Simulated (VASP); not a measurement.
Here is a VASP 6.6.1 calculation.

The input INCAR:

```
PREC = Accurate ; ENCUT = 520
EDIFF = 1E-6 ; ISMEAR = 0
SIGMA = 0.1 ; LREAL = False
LASPH = True ; NELM = 80
ALGO = Normal ; ISIF = 2
LWAVE = False ; LCHARG = False
GGA = PE ; NBANDS = 22
```

Contents of KPOINTS:

```
regular mesh
0
Gamma
  12 12 4
```

POSCAR

```
Nb2H3
1.0
    3.0911441982      0.0000000000      0.0000000000
   -1.5455720991      2.6770094024      0.0000000000
    0.0000000000      0.0000000000      5.3220378768
Nb H
2 3
Direct
    0.3333333333      0.6666666667      0.2353522218
    0.6666666667      0.3333333333      0.7646477782
    0.0000000000      0.0000000000      1.0000000000
    0.3333333333      0.6666666667      0.6110012451
    0.6666666667      0.3333333333      0.3889987549
```

Potentials or basis: VASP PAW PBE potentials, release 64 (Nb_sv, H).

The run is started by

```bash
$ cat potpaw_PBE.64/Nb_sv/POTCAR potpaw_PBE.64/H/POTCAR > POTCAR
$ mpirun -np 1 vasp_std > vasp.out
```

Task: Estimate the pressure.

Result: -0.5 GPa.

Task: Predict the largest force.

Result: 0.014 eV/Å.

Forces on the atoms (eV/Å):
```
Nb   0.000  0.000 -0.014
Nb   0.000  0.000  0.014
H    0.000  0.000  0.000
H    0.000  0.000 -0.004
H    0.000  0.000  0.004
```
